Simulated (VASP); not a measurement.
# Ga2N (F-43m) in VASP: density of states with PBE

Aim: the density of states of Ga2N with PBE.

Program: VASP 6.6.1. These are calculated values, not measurements. Logs are shortened: lines on timing, memory, paths and dates and some standing lists are left out, and cuts for length are marked.

## (1) The cell of the first run

It takes space group F-43m (No. 216, cubic). The conventional cell has a = 5.761 Å, b = 5.761 Å, c = 5.761 Å, α = 90.00°, β = 90.00°, γ = 90.00°. Within 3.3 Å of Ga (site symmetry -43m) lie 4 Ga at 2.49 Å and 6 N at 2.88 Å. Ga (site symmetry -43m) has 4 Ga at 2.49 Å and 4 N at 2.49 Å within 3.3 Å. N (site symmetry -43m) has 10 Ga at 2.49 to 2.88 Å within 3.3 Å.

## (2) Density of states, PBE

The input, POSCAR:

```
Ga2N
1.0
    0.0000000000      2.8803517733      2.8803517733
    2.8803517733      0.0000000000      2.8803517733
    2.8803517733      2.8803517733      0.0000000000
Ga N
2 1
Direct
    0.5000000000      0.5000000000      0.5000000000
    0.2500000000      0.2500000000      0.2500000000
    0.0000000000      0.0000000000      0.0000000000
```

The input, INCAR.step1:

```
ALGO = Normal
EDIFF = 1E-6
ENCUT = 520
GGA = PE
ISIF = 2
ISMEAR = 0
LASPH = T
LCHARG = T
LREAL = F
LWAVE = F
NBANDS = 22
NELM = 80
PREC = Accurate
SIGMA = 0.1
```

The input, KPOINTS.step1:

```
k-points
0
Gamma
  14 14 14
```

The input, INCAR.step2:

```
ALGO = Normal
EDIFF = 1E-6
ENCUT = 520
GGA = PE
ICHARG = 11
ISIF = 2
ISMEAR = -5
LASPH = T
LCHARG = F
LORBIT = 11
LREAL = F
LWAVE = F
NEDOS = 2001
NELM = 80
PREC = Accurate
SIGMA = 0.1
```

The input, KPOINTS.step2:

```
k-points
0
Gamma
  21 21 21
```

Potentials or basis: VASP PAW PBE potentials, release 64 (Ga_d, N).

Run with:

```
$ cat potpaw_PBE.64/Ga_d/POTCAR potpaw_PBE.64/N/POTCAR > POTCAR
$ cp INCAR.step1 INCAR
$ cp KPOINTS.step1 KPOINTS
$ mpirun -np 1 vasp_std > vasp.out
$ cp INCAR.step2 INCAR
$ cp KPOINTS.step2 KPOINTS
$ mpirun -np 1 vasp_std > vasp.out
```

OUTCAR:

```text
EDIFF = 1E-6
   ENCUT = 520
   GGA = PE
   ICHARG = 11
   ISIF = 2
   ISMEAR = -5
   LASPH = T
   LORBIT = 11
   LREAL = F
   NELM = 80
   PREC = Accurate

 ion  position               nearest neighbor table
   1  0.500  0.500  0.500-   2 2.49   2 2.49   2 2.49   2 2.49
   2  0.250  0.250  0.250-   1 2.49   1 2.49   1 2.49   1 2.49
   3  0.000  0.000  0.000-

  LATTYP: Found a face centered cubic cell.
 ALAT       =     5.7607035466

  Lattice vectors:

 A1 = (   0.0000000000,   2.8803517733,   2.8803517733)
 A2 = (   2.8803517733,   0.0000000000,   2.8803517733)
 A3 = (   2.8803517733,   2.8803517733,   0.0000000000)

Analysis of symmetry for initial positions (statically):
=====================================================================
 Subroutine PRICEL returns:
 Original cell was already a primitive cell.

 Routine SETGRP: Setting up the symmetry group for a
 face centered cubic supercell.

 Subroutine GETGRP returns: Found 24 space group operations
 (whereof 24 operations were pure point group operations)
 out of a pool of 48 trial point group operations.

The static configuration has the point symmetry T_d .

Analysis of symmetry for dynamics (positions and initial velocities):
=====================================================================
 Subroutine PRICEL returns:
 Original cell was already a primitive cell.

 Routine SETGRP: Setting up the symmetry group for a
 face centered cubic supercell.

 Subroutine GETGRP returns: Found 24 space group operations
 (whereof 24 operations were pure point group operations)
 out of a pool of 48 trial point group operations.

The dynamic configuration has the point symmetry T_d .

 Subroutine INISYM returns: Found 24 space group operations
 (whereof 24 operations are pure point group operations),
 and found     1 'primitive' translations

----------------------------------------------------------------------------------------

                                     Primitive cell

  volume of cell :      47.7933

  direct lattice vectors                    reciprocal lattice vectors
     0.000000000  2.880351773  2.880351773    -0.173589908  0.173589908  0.173589908
     2.880351773  0.000000000  2.880351773     0.173589908 -0.173589908  0.173589908
     2.880351773  2.880351773  0.000000000     0.173589908  0.173589908 -0.173589908

  length of vectors
     4.073432542  4.073432542  4.073432542     0.300666541  0.300666541  0.300666541

  position of ions in fractional coordinates (direct lattice)
     0.500000000  0.500000000  0.500000000
     0.250000000  0.250000000  0.250000000
     0.000000000  0.000000000  0.000000000

  ion indices of the primitive-cell ions
   primitive index   ion index
                 1           1
                 2           2
                 3           3

----------------------------------------------------------------------------------------

 KPOINTS: k-points

Automatic generation of k-mesh.
 Grid dimensions read from file:
 generate k-points for:   21   21   21

 Generating k-lattice:

  Cartesian coordinates                     Fractional coordinates (reciprocal lattice)
    -0.008266186  0.008266186  0.008266186     0.047619048  0.000000000  0.000000000
     0.008266186 -0.008266186  0.008266186     0.000000000  0.047619048  0.000000000
     0.008266186  0.008266186 -0.008266186     0.000000000  0.000000000  0.047619048

  Length of vectors
     0.014317454  0.014317454  0.014317454

  Shift w.r.t. Gamma in fractional coordinates (k-lattice)
     0.000000000  0.000000000  0.000000000

 TETIRR: Found   1276 inequivalent tetrahedra from    55566

 Subroutine IBZKPT returns following result:
 ===========================================

 Found    286 irreducible k-points:

 Following reciprocal coordinates:
            Coordinates               Weight
  0.000000  0.000000  0.000000      1.000000
  0.047619  0.000000  0.000000      8.000000
  0.095238  0.000000  0.000000      8.000000
  0.142857  0.000000  0.000000      8.000000
  0.190476  0.000000  0.000000      8.000000
  0.238095  0.000000  0.000000      8.000000
[... 16 lines left out ...]
 -0.428571  0.047619  0.000000     24.000000
 -0.380952  0.047619  0.000000     24.000000
 [... further k-points ...]
   k-points           NKPTS =    286   k-points in BZ     NKDIM =    286   number of bands    NBANDS=     19
   number of dos      NEDOS =   2001   number of ions     NIONS =      3
   total plane-waves  NPLWV =  27000
   dimension x,y,z NGX =    30 NGY =   30 NGZ =   30
   dimension x,y,z NGXF=    60 NGYF=   60 NGZF=   60
   ions per type =               2   1
   NGX,Y,Z   is equivalent  to a cutoff of  12.24, 12.24, 12.24 a.u.
   NGXF,Y,Z  is equivalent  to a cutoff of  24.49, 24.49, 24.49 a.u.
 SYSTEM =  unknown system
   PREC   = accura    normal or accurate (medium, high low for compatibility)
   ISTART =      0    job   : 0-new  1-cont  2-samecut
   ICHARG =     11    charge: 1-file 2-atom 10-const
   ISPIN  =      1    spin polarized calculation?
   LNONCOLLINEAR =      F non collinear calculations
   LSORBIT =      F    spin-orbit coupling
   LASPH  =      T    aspherical Exc in radial PAW
   ENCUT  =  520.0 eV  38.22 Ry    6.18 a.u.   7.57  7.57  7.57*2*pi/ulx,y,z
   NELM   =     80;   NELMIN=  2; NELMDL=  0     # of ELM steps
   EDIFF  = 0.1E-05   stopping-criterion for ELM
   LREAL  =      F    real-space projection
   EDIFFG = 0.1E-04   stopping-criterion for IOM
   NSW    =      0    number of steps for IOM
   IBRION =     -1    ionic relax: 0-MD 1-quasi-New 2-CG
   NFREE  =      0    steps in history (QN), initial steepest desc. (CG)
   ISIF   =      2    stress and relaxation
   ISYM   =      2    0-nonsym 1-usesym 2-fastsym
   POTIM  = 0.5000    time-step for ionic-motion
   TEBEG  =    0.0;   TEEND  =   0.0 temperature during run
   PSTRESS=    0.0 pullay stress
   NELECT =      31.0000    total number of electrons
   NUPDOWN=      -1.0000    fix difference up-down
   EMIN   =  10.00;   EMAX   =-10.00  energy-range for DOS
   EFERMI =   0.00;   METHOD = LEGACY
   ISMEAR =    -5;   SIGMA  =   0.10  broadening in eV -4-tet -1-fermi 0-gaus
   EFERMI_NEDOS =   21; number of points for ismear=-14 and -15
   IALGO  =     38    algorithm
   IMIX   =      4    mixing-type and parameters
     AMIX     =   0.40;   BMIX     =  1.00
     AMIX_MAG =   1.60;   BMIX_MAG =  1.00
  volume/ion in A,a.u.               =      15.93       107.51
  Fermi-wavevector in a.u.,A,eV,Ry     =   1.417120  2.677968 27.323604  2.008228
  Thomas-Fermi vector in A             =   2.538383
   LORBIT       =     11    0 simple, 1 ext, 2 COOP (PROOUT), +10 PAW based schemes
   GGA     = PE    functional components
   LHFCALC =     F    Hartree Fock is set to
   AEXX    =    0.0000 exact exchange contribution
   IVDW    =     0    specifies the selected vdW correction
   LEPSILON=     F    determine dielectric tensor
   LRPA    =     F    only Hartree local field effects (RPA)
 non-spin polarized calculation
 Fermi weights with tetrahedron method with Bloechl corrections
  energy-cutoff  :      520.00
  volume of cell :       47.79
 maximum number of plane-waves:      1308

 number of electron      30.9999985 magnetization

 Free energy of the ion-electron system (eV)
  ---------------------------------------------------
  ext. energy  EPLUGINS =         0.00000000
  ---------------------------------------------------
  free energy    TOTEN  =       -11.03011698 eV

  energy without entropy =      -11.03011698  energy(sigma->0) =      -11.03011698

 E-fermi :   4.5640     XC(G=0): -10.7264

 val. band max:        4.5699987401   @ k =   0.3810   0.2381   0.0476
 cond. band min:       4.5725069831   @ k =  -0.4286   0.2857   0.0952
 fundamental gap:      0.0025082430
 Fermi energy:         4.5640280900

 k-point     1 :       0.0000    0.0000    0.0000
  band No.  band energies     occupation
      1     -10.6030      2.00000
      2     -10.6030      2.00000
      3     -10.6030      2.00000
      4     -10.5480      2.00000
      5     -10.5480      2.00000
      6     -10.1972      2.00000
[... 11 lines left out ...]
     18       7.0299      0.00000
     19       8.4830      0.00000

 k-point     2 :       0.0476    0.0000    0.0000
  band No.  band energies     occupation
      1     -10.6061      2.00000
      2     -10.6061      2.00000
      3     -10.6040      2.00000
      4     -10.5438      2.00000
      5     -10.5438      2.00000
      6     -10.1987      2.00000
[... 11 lines left out ...]
     18       7.0098      0.00000
     19       8.8153      0.00000

 k-point     3 :       0.0952    0.0000    0.0000
  band No.  band energies     occupation
      1     -10.6130      2.00000
      2     -10.6130      2.00000
      3     -10.6068      2.00000
      4     -10.5339      2.00000
      5     -10.5339      2.00000
      6     -10.2033      2.00000
[... 11 lines left out ...]
     18       6.9476      0.00000
     19       9.2702      0.00000

 k-point     4 :       0.1429    0.0000    0.0000
  band No.  band energies     occupation
      1     -10.6204      2.00000
      2     -10.6204      2.00000
      3     -10.6107      2.00000
      4     -10.5219      2.00000
      5     -10.5219      2.00000
      6     -10.2112      2.00000
[... 407 lines left out ...]
     18       6.0145      0.00000
     19       9.5996      0.00000

 k-point    23 :      -0.4286    0.0476    0.0000
  band No.  band energies     occupation
      1     -10.6539      2.00000
      2     -10.6356      2.00000
      3     -10.6044      2.00000
      4     -10.4914      2.00000
      5     -10.4835      2.00000
      6     -10.2875      2.00000
[... 11 lines left out ...]
     18       6.0643      0.00000
     19       9.5730      0.00000

 k-point    24 :      -0.3810    0.0476    0.0000
  band No.  band energies     occupation
      1     -10.6512      2.00000
      2     -10.6379      2.00000
      3     -10.6059      2.00000
      4     -10.4930      2.00000
      5     -10.4816      2.00000
      6     -10.2799      2.00000
[... 11 lines left out ...]
     18       6.1488      0.00000
     19       9.5155      0.00000

 [... further k-points ...]
[... 5 lines left out ...]
  --------------------------------------------------------------------------------------
  -------------------------------------------------------------------------------------
  Total       -0.0521971     -0.0521971     -0.0521971     -0.0000000      0.0000000      0.0000000
  in kB       -1.7498088     -1.7498088     -1.7498088     -0.0000000      0.0000000      0.0000000
  external PRESSURE =      -1.7498088 kB  Pullay stress =       0.0000000 kB

 VOLUME and BASIS-vectors are now :
 -----------------------------------------------------------------------------
  energy-cutoff  :      520.00
  volume of cell :       47.79
      direct lattice vectors                 reciprocal lattice vectors
     0.000000000  2.880351773  2.880351773    -0.173589908  0.173589908  0.173589908
     2.880351773  0.000000000  2.880351773     0.173589908 -0.173589908  0.173589908
     2.880351773  2.880351773  0.000000000     0.173589908  0.173589908 -0.173589908

 POSITION                                       TOTAL-FORCE (eV/Angst)
 -----------------------------------------------------------------------------------
      2.88035      2.88035      2.88035         0.000000      0.000000     -0.000000
      1.44018      1.44018      1.44018        -0.000000     -0.000000      0.000000
      0.00000      0.00000      0.00000        -0.000000      0.000000      0.000000
 -----------------------------------------------------------------------------------
    total drift:                               -0.000000     -0.000000     -0.000000

  FREE ENERGIE OF THE ION-ELECTRON SYSTEM (eV)
  ---------------------------------------------------
  free  energy   TOTEN  =       -11.0301169750 eV

  energy  without entropy=      -11.0301169750  energy(sigma->0) =      -11.03011698

 total charge

# of ion       s       p       d       tot
------------------------------------------
    1        1.107   0.549   9.963  11.619
    2        0.936   0.642   9.998  11.577
    3        1.357   2.048   0.000   3.405
--------------------------------------------------
tot          3.400   3.239  19.961  26.600
```

Run time: 1.7 min. Hardware: 1 thread of Intel Xeon 6975P-C (Granite Rapids), shared host; peak memory 0.34 GiB.

Results:

```
Valence electrons inside the program's atomic spheres : Ga 11.62, 11.58; N 3.40
```

Levels at points of the mesh, in eV from the Fermi level:
| k point | band 12 | band 13 | band 14 | band 15 | band 16 | band 17 | band 18 | band 19 |
| --- | --- | --- | --- | --- | --- | --- | --- | --- |
| (0.00, 0.00, 0.00) | -7.00 | -1.80 | -1.80 | -1.80 | 2.47 | 2.47 | 2.47 | 3.92 |

Caveat: tetrahedron occupations give inexact forces and stress in metals.
